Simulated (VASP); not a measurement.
# Nb (Im-3m) in VASP: notebook

Runs on Nb. Level: PBE. Tasks: single point.

Everything below comes from runs of VASP 6.6.1. Logs are shortened: lines on timing, memory, paths and dates and some standing lists are left out, and cuts for length are marked.

## 1. The cell of the first run

It takes space group Im-3m (No. 229, cubic). The conventional cell has a = 3.076 Å, b = 3.076 Å, c = 3.076 Å, α = 90.00°, β = 90.00°, γ = 90.00°. Within 3.5 Å of Nb (site symmetry m-3m) lie 14 Nb at 2.66 to 3.08 Å.

## 2. Single point, PBE

Input file INCAR:

```
SYSTEM = Nb
PREC = Accurate
ENCUT = 520
EDIFF = 1E-7
ISMEAR = -1
SIGMA = 0.05
LREAL = .FALSE.
LASPH = .TRUE.
NELM = 60
ALGO = Normal
ISIF = 2
LWAVE = .FALSE.
LCHARG = .TRUE.
GGA = PE
LELF = .TRUE.
LVHAR = .TRUE.
NBANDS = 12
```

Input file KPOINTS:

```
regular mesh
0
G
  18 18 18
  0 0 0
```

Input file POSCAR:

```
Nb
1.0
   -1.5382129860      1.5382129860      1.5382129860
    1.5382129860     -1.5382129860      1.5382129860
    1.5382129860      1.5382129860     -1.5382129860
Nb
1
Direct
    0.0000000000      0.0000000000      0.0000000000
```

Potentials or basis: VASP PAW PBE potentials, release 64 (Nb_sv).

The run is started by

```sh
cat potpaw_PBE.64/Nb_sv/POTCAR > POTCAR
mpirun -np 1 vasp_std > vasp.out
```

OUTCAR:

```text
SYSTEM = Nb
   PREC = Accurate
   ENCUT = 520
   EDIFF = 1E-7
   ISMEAR = -1
   LREAL = .FALSE.
   LASPH = .TRUE.
   NELM = 60
   ISIF = 2
   GGA = PE

 ion  position               nearest neighbor table
   1  0.000  0.000  0.000-

  LATTYP: Found a body centered cubic cell.
 ALAT       =     3.0764259720

  Lattice vectors:

 A1 = (  -1.5382129860,   1.5382129860,   1.5382129860)
 A2 = (   1.5382129860,  -1.5382129860,   1.5382129860)
 A3 = (   1.5382129860,   1.5382129860,  -1.5382129860)

Analysis of symmetry for initial positions (statically):
=====================================================================
 Subroutine PRICEL returns:
 Original cell was already a primitive cell.

 Routine SETGRP: Setting up the symmetry group for a
 body centered cubic supercell.

 Subroutine GETGRP returns: Found 48 space group operations
 (whereof 48 operations were pure point group operations)
 out of a pool of 48 trial point group operations.

The static configuration has the point symmetry O_h .

Analysis of symmetry for dynamics (positions and initial velocities):
=====================================================================
 Subroutine PRICEL returns:
 Original cell was already a primitive cell.

 Routine SETGRP: Setting up the symmetry group for a
 body centered cubic supercell.

 Subroutine GETGRP returns: Found 48 space group operations
 (whereof 48 operations were pure point group operations)
 out of a pool of 48 trial point group operations.

The dynamic configuration has the point symmetry O_h .

 Subroutine INISYM returns: Found 48 space group operations
 (whereof 48 operations are pure point group operations),
 and found     1 'primitive' translations

----------------------------------------------------------------------------------------

                                     Primitive cell

  volume of cell :      14.5583

  direct lattice vectors                    reciprocal lattice vectors
    -1.538212986  1.538212986  1.538212986     0.000000000  0.325052515  0.325052515
     1.538212986 -1.538212986  1.538212986     0.325052515  0.000000000  0.325052515
     1.538212986  1.538212986 -1.538212986     0.325052515  0.325052515  0.000000000

  length of vectors
     2.664263045  2.664263045  2.664263045     0.459693675  0.459693675  0.459693675

[... 77 lines left out ...]
   NELM   =     60;   NELMIN=  2; NELMDL= -5     # of ELM steps
   EDIFF  = 0.1E-06   stopping-criterion for ELM
   LREAL  =      F    real-space projection
   EDIFFG = 0.1E-05   stopping-criterion for IOM
   NSW    =      0    number of steps for IOM
   IBRION =     -1    ionic relax: 0-MD 1-quasi-New 2-CG
   NFREE  =      0    steps in history (QN), initial steepest desc. (CG)
   ISIF   =      2    stress and relaxation
   ISYM   =      2    0-nonsym 1-usesym 2-fastsym
   POTIM  = 0.5000    time-step for ionic-motion
   TEBEG  =    0.0;   TEEND  =   0.0 temperature during run
   PSTRESS=    0.0 pullay stress
   NELECT =      13.0000    total number of electrons
   NUPDOWN=      -1.0000    fix difference up-down
   EMIN   =  10.00;   EMAX   =-10.00  energy-range for DOS
   EFERMI =   0.00;   METHOD = LEGACY
   ISMEAR =    -1;   SIGMA  =   0.05  broadening in eV -4-tet -1-fermi 0-gaus
   EFERMI_NEDOS =   21; number of points for ismear=-14 and -15
   IALGO  =     38    algorithm
   IMIX   =      4    mixing-type and parameters
     AMIX     =   0.40;   BMIX     =  1.00
     AMIX_MAG =   1.60;   BMIX_MAG =  1.00
  volume/ion in A,a.u.               =      14.56        98.24
  Fermi-wavevector in a.u.,A,eV,Ry     =   1.576472  2.979099 33.814051  2.485263
  Thomas-Fermi vector in A             =   2.677300
   LORBIT       =      0    0 simple, 1 ext, 2 COOP (PROOUT), +10 PAW based schemes
   GGA     = PE    functional components
   LHFCALC =     F    Hartree Fock is set to
   AEXX    =    0.0000 exact exchange contribution
   IVDW    =     0    specifies the selected vdW correction
   LEPSILON=     F    determine dielectric tensor
   LRPA    =     F    only Hartree local field effects (RPA)
 non-spin polarized calculation
  energy-cutoff  :      520.00
  volume of cell :       14.56
 maximum number of plane-waves:       405
   NGX =  9   NGY =  9   NGZ =  9

 number of electron      12.9999998 magnetization

 Free energy of the ion-electron system (eV)
  ---------------------------------------------------
  ext. energy  EPLUGINS =         0.00000000
  ---------------------------------------------------
  free energy    TOTEN  =        -9.70698505 eV

  energy without entropy =       -9.69884670  energy(sigma->0) =       -9.70291587

 E-fermi :  14.5148     XC(G=0): -13.6407

 val. band max:       14.5012434751   @ k =   0.0556   0.0556   0.0000
 cond. band min:      14.5188714823   @ k =  -0.3889  -0.4444   0.0556
 fundamental gap:      0.0176280072
 Fermi energy:        14.5148410561

 k-point     1 :       0.0000    0.0000    0.0000
  band No.  band energies     occupation
      1     -39.8219      2.00000
      2     -14.4615      2.00000
      3     -14.4615      2.00000
      4     -14.4615      2.00000
      5       8.2694      2.00000
      6      14.6717      0.08319
      7      14.6717      0.08319
      8      14.6717      0.08318
      9      18.3429      0.00000
     10      18.3429      0.00000
     11      29.1678      0.00000
     12      29.1678      0.00000
[... 331 lines left out ...]
 k-point    24 :       0.3889    0.1111    0.0000
  band No.  band energies     occupation
      1     -39.2619      2.00000
      2     -16.8624      2.00000
      3     -15.3265      2.00000
      4     -14.6131      2.00000
      5      10.2588      2.00000
      6      12.2300      2.00000
      7      16.3471      0.00000
      8      18.3366      0.00000
      9      19.8794      0.00000
     10      23.1510      0.00000
     11      27.8364      0.00000
     12      29.9458      0.00000

 [... further k-points ...]
[... 5 lines left out ...]
  --------------------------------------------------------------------------------------
  -------------------------------------------------------------------------------------
  Total        4.9687366      4.9687366      4.9687366     -0.0000000     -0.0000000     -0.0000000
  in kB      546.8234742    546.8234742    546.8234742     -0.0000000     -0.0000000     -0.0000000
  external PRESSURE =     546.8234742 kB  Pullay stress =       0.0000000 kB

 VOLUME and BASIS-vectors are now :
 -----------------------------------------------------------------------------
  energy-cutoff  :      520.00
  volume of cell :       14.56
      direct lattice vectors                 reciprocal lattice vectors
    -1.538212986  1.538212986  1.538212986     0.000000000  0.325052515  0.325052515
     1.538212986 -1.538212986  1.538212986     0.325052515  0.000000000  0.325052515
     1.538212986  1.538212986 -1.538212986     0.325052515  0.325052515  0.000000000

 POSITION                                       TOTAL-FORCE (eV/Angst)
 -----------------------------------------------------------------------------------
      0.00000      0.00000      0.00000         0.000000      0.000000      0.000000
 -----------------------------------------------------------------------------------
    total drift:                                0.000000     -0.000000     -0.000000

  FREE ENERGIE OF THE ION-ELECTRON SYSTEM (eV)
  ---------------------------------------------------
  free  energy   TOTEN  =        -9.7069850495 eV

  energy  without entropy=       -9.6988466964  energy(sigma->0) =       -9.70291587
```

OSZICAR:

```text
N       E                     dE             d eps       ncg     rms          rms(c)
DAV:   1     0.123573747350E+03    0.12357E+03   -0.74480E+03  4688   0.112E+03
DAV:   2    -0.528959983707E+01   -0.12886E+03   -0.12394E+03  4916   0.407E+02
DAV:   3    -0.970238995835E+01   -0.44128E+01   -0.42153E+01  6748   0.670E+01
DAV:   4    -0.992608708923E+01   -0.22370E+00   -0.22252E+00  6360   0.134E+01
DAV:   5    -0.993537910971E+01   -0.92920E-02   -0.92876E-02  6900   0.233E+00    0.100E+01
DAV:   6    -0.971225578623E+01    0.22312E+00   -0.39598E-01  7540   0.841E+00    0.400E+00
DAV:   7    -0.969805675797E+01    0.14199E-01   -0.15393E-01  7652   0.525E+00    0.969E-01
DAV:   8    -0.970691167871E+01   -0.88549E-02   -0.16306E-02  5432   0.175E+00    0.878E-02
DAV:   9    -0.970698723397E+01   -0.75555E-04   -0.14370E-03  6532   0.270E-01    0.726E-02
DAV:  10    -0.970700239287E+01   -0.15159E-04   -0.50388E-05  5712   0.863E-02    0.395E-02
DAV:  11    -0.970698510061E+01    0.17292E-04   -0.14059E-05  6408   0.657E-02    0.110E-02
DAV:  12    -0.970698504954E+01    0.51077E-07   -0.45971E-07  5704   0.766E-03
   1 F= -.97069850E+01 E0= -.97029159E+01  d E =-.813835E-02
```

stdout:

```text
POSCAR found type information on POSCAR Nb
 POSCAR found :  1 types and       1 ions
 scaLAPACK will be used
 LDA part: xc-table for (Slater+PW92), standard interpolation
 POSCAR, INCAR and KPOINTS ok, starting setup
 FFT: planning ... GRIDC
 FFT: planning ... GRID_SOFT
 FFT: planning ... GRID
 WAVECAR not read
 entering main loop
```

Run time: 12 s. Hardware: 1 thread of Intel Xeon 6975P-C (Granite Rapids), shared host; peak memory 0.14 GiB.

What came out:

- Free energy: -9.7070 eV
- Pressure: 54.7 GPa

Levels at points of the mesh, in eV from the Fermi level:
```
           k point  band 2  band 3  band 4  band 5  band 6  band 7  band 8  band 9  band 10  band 11
(0.00, 0.00, 0.00)  -28.98  -28.98  -28.98   -6.25    0.16    0.16    0.16    3.83     3.83    14.65
(0.50, 0.00, 0.00)  -31.53  -29.75  -29.02   -4.79   -2.50    3.57    4.05    4.92     8.21    12.18
(0.50, 0.50, 0.50)  -30.67  -30.67  -30.67   -5.24   -5.24    7.11    7.11    7.11    11.06    11.06
```

## 3. Single point, PBE

Input file INCAR:

```
SYSTEM = Nb
  PREC = Accurate
  ENCUT = 520
  EDIFF = 1E-7
  ISMEAR = -1
  SIGMA = 0.05
  LREAL = .False.
  LASPH = .True.
  NELM = 100
  ALGO = Normal
  ISIF = 2
  LWAVE = .False.
  LCHARG = .False.
  GGA = PE
  NBANDS = 12
```

Input file KPOINTS:

```
regular mesh
0
Gamma
  18 18 18
  0 0 0
```

Input file POSCAR:

```
Nb
1.0
   -1.5382728526      1.5382728526      1.5382728526
    1.5382728526     -1.5382728526      1.5382728526
    1.5382728526      1.5382728526     -1.5382728526
Nb
1
Direct
    0.0000000000      0.0000000000      0.0000000000
```

Potentials or basis: VASP PAW PBE potentials, release 64 (Nb_sv).

The run is started by

```sh
cat potpaw_PBE.64/Nb_sv/POTCAR > POTCAR
mpirun -np 1 vasp_std > vasp.out
```

It took 12 s on 1 thread of Intel Xeon 6975P-C (Granite Rapids), shared host; peak memory 0.14 GiB.

The run converged. Its results:

```
Free energy : -9.7076 eV
Pressure    : 54.6 GPa
```

Levels at points of the mesh, in eV from the Fermi level:
```
           k point  band 3  band 4  band 5  band 6  band 7  band 8  band 9  band 10
(0.00, 0.00, 0.00)  -28.98  -28.98   -6.25    0.16    0.16    0.16    3.83     3.83
(0.50, 0.00, 0.00)  -29.75  -29.02   -4.79   -2.50    3.57    4.05    4.92     8.21
(0.50, 0.50, 0.50)  -30.67  -30.67   -5.24   -5.24    7.11    7.11    7.11    11.06
```
